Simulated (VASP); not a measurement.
# Zr2O (P4_2/nnm) in VASP: a series of runs

Runs on Zr2O. Level: r2SCAN. Tasks: single point.

Program: VASP 6.6.1. These are calculated values, not measurements. Logs are shortened: lines on timing, memory, paths and dates and some standing lists are left out, and cuts for length are marked.

### Step 1. The cell of the first run

The structure is tetragonal, space group P4_2/nnm (No. 134). Conventional cell: a = 4.846 Å, b = 4.846 Å, c = 5.040 Å, α = 90.00°, β = 90.00°, γ = 90.00°. Zr (site symmetry 2/m) has 2 O at 2.13 Å within 2.8 Å. Within 2.8 Å of O (site symmetry -42m) lie 4 Zr at 2.13 Å.

### Step 2. Single point, r2SCAN (strain +0.000 along x and y, +0.040 along z)

Contents of POSCAR:

```
Zr2O
1.0
    4.8457251933      0.0000000000      0.0000000000
    0.0000000000      4.8457251933      0.0000000000
    0.0000000000      0.0000000000      5.0395542010
Zr O
4 2
Direct
    0.2500000000      0.2500000000      0.7500000000
    0.7500000000      0.2500000000      0.2500000000
    0.2500000000      0.7500000000      0.2500000000
    0.7500000000      0.7500000000      0.7500000000
    0.0000000000      0.0000000000      0.0000000000
    0.5000000000      0.5000000000      0.5000000000
```

Contents of INCAR.step1:

```
SYSTEM = Zr2O
ALGO = Normal
EDIFF = 1E-4
ENCUT = 520
GGA = PE
ISMEAR = 0
LASPH = .True.
LCHARG = .False.
LREAL = .False.
LWAVE = .True.
NBANDS = 39
NELM = 80
PREC = Accurate
SIGMA = 0.15
```

Contents of INCAR.step2:

```
SYSTEM = Zr2O
ALGO = Normal
EDIFF = 1E-7
ENCUT = 520
ISIF = 2
ISMEAR = 0
ISTART = 1
LASPH = .True.
LCHARG = .True.
LELF = .True.
LMIXTAU = .True.
LREAL = .False.
LVHAR = .True.
LWAVE = .False.
METAGGA = R2SCAN
NBANDS = 39
NELM = 80
PREC = Accurate
SIGMA = 0.15
```

Contents of KPOINTS:

```
k-points
0
Gamma
  10 10 10
  0 0 0
```

Potentials or basis: VASP PAW PBE potentials, release 64 (Zr_sv, O).

Started as:

```bash
$ cat potpaw_PBE.64/Zr_sv/POTCAR potpaw_PBE.64/O/POTCAR > POTCAR
$ cp INCAR.step1 INCAR
$ mpirun -np 1 vasp_std > vasp.out
$ cp INCAR.step2 INCAR
$ mpirun -np 1 vasp_std > vasp.out
```

OUTCAR:

```text
SYSTEM = Zr2O
   EDIFF = 1E-7
   ENCUT = 520
   ISIF = 2
   ISMEAR = 0
   ISTART = 1
   LASPH = .True.
   LREAL = .False.
   METAGGA = R2SCAN
   NELM = 80
   PREC = Accurate

 ion  position               nearest neighbor table
   1  0.250  0.250  0.750-   5 2.13   6 2.13   4 3.43   4 3.43   4 3.43   4 3.43   3 3.50   3 3.50
                             3 3.50   3 3.50   2 3.50   2 3.50   2 3.50   2 3.50
   2  0.750  0.250  0.250-   5 2.13   6 2.13   3 3.43   3 3.43   3 3.43   3 3.43   4 3.50   1 3.50
                             4 3.50   4 3.50   1 3.50   4 3.50   1 3.50   1 3.50
   3  0.250  0.750  0.250-   5 2.13   6 2.13   2 3.43   2 3.43   2 3.43   2 3.43   4 3.50   1 3.50
                             1 3.50   1 3.50   4 3.50   4 3.50   4 3.50   1 3.50
   4  0.750  0.750  0.750-   5 2.13   6 2.13   1 3.43   1 3.43   1 3.43   1 3.43   3 3.50   2 3.50
                             2 3.50   2 3.50   3 3.50   3 3.50   3 3.50   2 3.50
   5  0.000  0.000  0.000-   1 2.13   2 2.13   3 2.13   4 2.13
   6  0.500  0.500  0.500-   1 2.13   2 2.13   3 2.13   4 2.13

  LATTYP: Found a simple tetragonal cell.
 ALAT       =     4.8457251933
 C/A-ratio  =     1.0400000000

  Lattice vectors:

 A1 = (   4.8457251933,   0.0000000000,   0.0000000000)
 A2 = (   0.0000000000,   4.8457251933,   0.0000000000)
 A3 = (   0.0000000000,   0.0000000000,   5.0395542010)

Analysis of symmetry for initial positions (statically):
=====================================================================
 Subroutine PRICEL returns:
 Original cell was already a primitive cell.

 Routine SETGRP: Setting up the symmetry group for a
 simple tetragonal supercell.

 Subroutine GETGRP returns: Found 16 space group operations
 (whereof  8 operations were pure point group operations)
 out of a pool of 16 trial point group operations.

The static configuration has the point symmetry D_2d.
 The point group associated with its full space group is D_4h.

Analysis of symmetry for dynamics (positions and initial velocities):
=====================================================================
 Subroutine PRICEL returns:
 Original cell was already a primitive cell.

 Routine SETGRP: Setting up the symmetry group for a
 simple tetragonal supercell.

 Subroutine GETGRP returns: Found 16 space group operations
 (whereof  8 operations were pure point group operations)
 out of a pool of 16 trial point group operations.

The dynamic configuration has the point symmetry D_2d.
 The point group associated with its full space group is D_4h.

 Subroutine INISYM returns: Found 16 space group operations
 (whereof  8 operations are pure point group operations),
 and found     1 'primitive' translations

----------------------------------------------------------------------------------------

                                     Primitive cell

  volume of cell :     118.3340

  direct lattice vectors                    reciprocal lattice vectors
     4.845725193  0.000000000  0.000000000     0.206367460  0.000000000  0.000000000
     0.000000000  4.845725193  0.000000000     0.000000000  0.206367460  0.000000000
     0.000000000  0.000000000  5.039554201     0.000000000  0.000000000  0.198430250

  length of vectors
     4.845725193  4.845725193  5.039554201     0.206367460  0.206367460  0.198430250

  position of ions in fractional coordinates (direct lattice)
     0.250000000  0.250000000  0.750000000
     0.750000000  0.250000000  0.250000000
     0.250000000  0.750000000  0.250000000
     0.750000000  0.750000000  0.750000000
     0.000000000  0.000000000  0.000000000
     0.500000000  0.500000000  0.500000000

  ion indices of the primitive-cell ions
   primitive index   ion index
                 1           1
                 2           2
                 3           3
                 4           4
                 5           5
                 6           6

----------------------------------------------------------------------------------------

 KPOINTS: k-points

Automatic generation of k-mesh.
 Grid dimensions read from file:
 generate k-points for:   10   10   10

 Generating k-lattice:

  Cartesian coordinates                     Fractional coordinates (reciprocal lattice)
     0.020636746  0.000000000  0.000000000     0.100000000  0.000000000  0.000000000
     0.000000000  0.020636746  0.000000000     0.000000000  0.100000000  0.000000000
     0.000000000  0.000000000  0.019843025     0.000000000  0.000000000  0.100000000

  Length of vectors
     0.020636746  0.020636746  0.019843025

  Shift w.r.t. Gamma in fractional coordinates (k-lattice)
     0.000000000  0.000000000  0.000000000

 Subroutine IBZKPT returns following result:
 ===========================================

 Found    126 irreducible k-points:

 Following reciprocal coordinates:
            Coordinates               Weight
  0.000000  0.000000  0.000000      1.000000
  0.100000  0.000000  0.000000      4.000000
  0.200000  0.000000  0.000000      4.000000
  0.300000  0.000000  0.000000      4.000000
  0.400000  0.000000  0.000000      4.000000
  0.500000  0.000000  0.000000      2.000000
[... 16 lines left out ...]
  0.100000  0.000000  0.100000      8.000000
  0.200000  0.000000  0.100000      8.000000
 [... further k-points ...]
   k-points           NKPTS =    126   k-points in BZ     NKDIM =    126   number of bands    NBANDS=     39
   number of dos      NEDOS =    301   number of ions     NIONS =      6
   total plane-waves  NPLWV =  51840
   dimension x,y,z NGX =    36 NGY =   36 NGZ =   40
   dimension x,y,z NGXF=    72 NGYF=   72 NGZF=   80
   ions per type =               4   2
   NGX,Y,Z   is equivalent  to a cutoff of  12.35, 12.35, 13.20 a.u.
   NGXF,Y,Z  is equivalent  to a cutoff of  24.70, 24.70, 26.39 a.u.
 SYSTEM =  Zr2O
   PREC   = accura    normal or accurate (medium, high low for compatibility)
   ISTART =      1    job   : 0-new  1-cont  2-samecut
   ICHARG =      0    charge: 1-file 2-atom 10-const
   ISPIN  =      1    spin polarized calculation?
   LNONCOLLINEAR =      F non collinear calculations
   LSORBIT =      F    spin-orbit coupling
   LASPH  =      T    aspherical Exc in radial PAW
   ENCUT  =  520.0 eV  38.22 Ry    6.18 a.u.   9.01  9.01  9.37*2*pi/ulx,y,z
   NELM   =     80;   NELMIN=  2; NELMDL=  0     # of ELM steps
   EDIFF  = 0.1E-06   stopping-criterion for ELM
   LREAL  =      F    real-space projection
   EDIFFG = 0.1E-05   stopping-criterion for IOM
   NSW    =      0    number of steps for IOM
   IBRION =     -1    ionic relax: 0-MD 1-quasi-New 2-CG
   NFREE  =      0    steps in history (QN), initial steepest desc. (CG)
   ISIF   =      2    stress and relaxation
   ISYM   =      2    0-nonsym 1-usesym 2-fastsym
   POTIM  = 0.5000    time-step for ionic-motion
   TEBEG  =    0.0;   TEEND  =   0.0 temperature during run
   PSTRESS=    0.0 pullay stress
   NELECT =      60.0000    total number of electrons
   NUPDOWN=      -1.0000    fix difference up-down
   EMIN   =  10.00;   EMAX   =-10.00  energy-range for DOS
   EFERMI =   0.00;   METHOD = LEGACY
   ISMEAR =     0;   SIGMA  =   0.15  broadening in eV -4-tet -1-fermi 0-gaus
   EFERMI_NEDOS =   21; number of points for ismear=-14 and -15
   IALGO  =     38    algorithm
   IMIX   =      4    mixing-type and parameters
     AMIX     =   0.40;   BMIX     =  1.00
     AMIX_MAG =   1.60;   BMIX_MAG =  1.00
  volume/ion in A,a.u.               =      19.72       133.09
  Fermi-wavevector in a.u.,A,eV,Ry     =   1.305435  2.466915 23.186523  1.704161
  Thomas-Fermi vector in A             =   2.436305
   LORBIT       =      0    0 simple, 1 ext, 2 COOP (PROOUT), +10 PAW based schemes
   METAGGA = R2SCAN    functional components
   LHFCALC =     F    Hartree Fock is set to
   AEXX    =    0.0000 exact exchange contribution
   IVDW    =     0    specifies the selected vdW correction
   LEPSILON=     F    determine dielectric tensor
   LRPA    =     F    only Hartree local field effects (RPA)
 non-spin polarized calculation
 Gauss-broadening in eV      SIGMA  =   0.15
  energy-cutoff  :      520.00
  volume of cell :      118.33
 maximum number of plane-waves:      3220
   NGX = 19   NGY = 19   NGZ = 19

 number of electron      59.9999987 magnetization

 Free energy of the ion-electron system (eV)
  ---------------------------------------------------
  ext. energy  EPLUGINS =         0.00000000
  ---------------------------------------------------
  free energy    TOTEN  =      -113.39502813 eV

  energy without entropy =     -113.29081326  energy(sigma->0) =     -113.34292069

 E-fermi :   7.7889     XC(G=0): -11.3886

 val. band max:        7.7853104944   @ k =   0.3000   0.2000   0.5000
 cond. band min:       7.7907708938   @ k =   0.3000   0.3000   0.3000
 fundamental gap:      0.0054603994
 Fermi energy:         7.7888635859

 k-point     1 :       0.0000    0.0000    0.0000
  band No.  band energies     occupation
      1     -43.3171      2.00000
      2     -43.2383      2.00000
      3     -43.2283      2.00000
      4     -43.2283      2.00000
      5     -21.7341      2.00000
      6     -20.7709      2.00000
[... 31 lines left out ...]
     38      11.6808      0.00000
     39      11.6870      0.00000

 k-point     2 :       0.1000    0.0000    0.0000
  band No.  band energies     occupation
      1     -43.3149      2.00000
      2     -43.2380      2.00000
      3     -43.2304      2.00000
      4     -43.2285      2.00000
      5     -21.7131      2.00000
      6     -20.7684      2.00000
[... 31 lines left out ...]
     38      11.5888      0.00000
     39      11.6239      0.00000

 k-point     3 :       0.2000    0.0000    0.0000
  band No.  band energies     occupation
      1     -43.3086      2.00000
      2     -43.2373      2.00000
      3     -43.2368      2.00000
      4     -43.2292      2.00000
      5     -21.6511      2.00000
      6     -20.8379      2.00000
[... 832 lines left out ...]
 k-point    23 :       0.1000    0.0000    0.1000
  band No.  band energies     occupation
      1     -43.3130      2.00000
      2     -43.2399      2.00000
      3     -43.2304      2.00000
      4     -43.2285      2.00000
      5     -21.6936      2.00000
      6     -20.8081      2.00000
[... 31 lines left out ...]
     38      11.4466      0.00000
     39      11.4705      0.00000

 k-point    24 :       0.2000    0.0000    0.1000
  band No.  band energies     occupation
      1     -43.3069      2.00000
      2     -43.2391      2.00000
      3     -43.2365      2.00000
      4     -43.2293      2.00000
      5     -21.6344      2.00000
      6     -20.8674      2.00000
[... 31 lines left out ...]
     38      11.0976      0.00000
     39      11.1806      0.00000

 [... further k-points ...]
[... 5 lines left out ...]
  --------------------------------------------------------------------------------------
  -------------------------------------------------------------------------------------
  Total       -2.9623096     -2.9623096     -5.0845688      0.0000000      0.0000000      0.0000000
  in kB      -40.1080309    -40.1080309    -68.8422456      0.0000000      0.0000000      0.0000000
  external PRESSURE =     -49.6861024 kB  Pullay stress =       0.0000000 kB

 VOLUME and BASIS-vectors are now :
 -----------------------------------------------------------------------------
  energy-cutoff  :      520.00
  volume of cell :      118.33
      direct lattice vectors                 reciprocal lattice vectors
     4.845725193  0.000000000  0.000000000     0.206367460  0.000000000  0.000000000
     0.000000000  4.845725193  0.000000000     0.000000000  0.206367460  0.000000000
     0.000000000  0.000000000  5.039554201     0.000000000  0.000000000  0.198430250

 POSITION                                       TOTAL-FORCE (eV/Angst)
 -----------------------------------------------------------------------------------
      1.21143      1.21143      3.77967         0.000000     -0.000000      0.000000
      3.63429      1.21143      1.25989         0.000000      0.000000      0.000000
      1.21143      3.63429      1.25989        -0.000000      0.000000     -0.000000
      3.63429      3.63429      3.77967         0.000000      0.000000     -0.000000
      0.00000      0.00000      0.00000        -0.000000     -0.000000     -0.000000
      2.42286      2.42286      2.51978        -0.000000     -0.000000     -0.000000
 -----------------------------------------------------------------------------------
    total drift:                                0.000000     -0.000000      0.000000

  FREE ENERGIE OF THE ION-ELECTRON SYSTEM (eV)
  ---------------------------------------------------
  free  energy   TOTEN  =      -113.3950281278 eV

  energy  without entropy=     -113.2908132561  energy(sigma->0) =     -113.34292069
```

It took 28 min on 1 thread of Oxide Virtual Turin-like, shared host; peak memory 0.51 GiB.

Results:

| Property | Result |
| --- | --- |
| Free energy | -113.3950 eV |
| Pressure | -5.0 GPa |
| Band gap on the k mesh | zero (bands 30 and 31 overlap by 0.85 eV) |

Caveat: the cell differs from its parent crystal (strain +0.000 along x and y, +0.040 along z); the cell stands under tension; the PAW data sets were made with another functional, which shifts forces and pressure a little.

(Continued in part 2 of 2.)
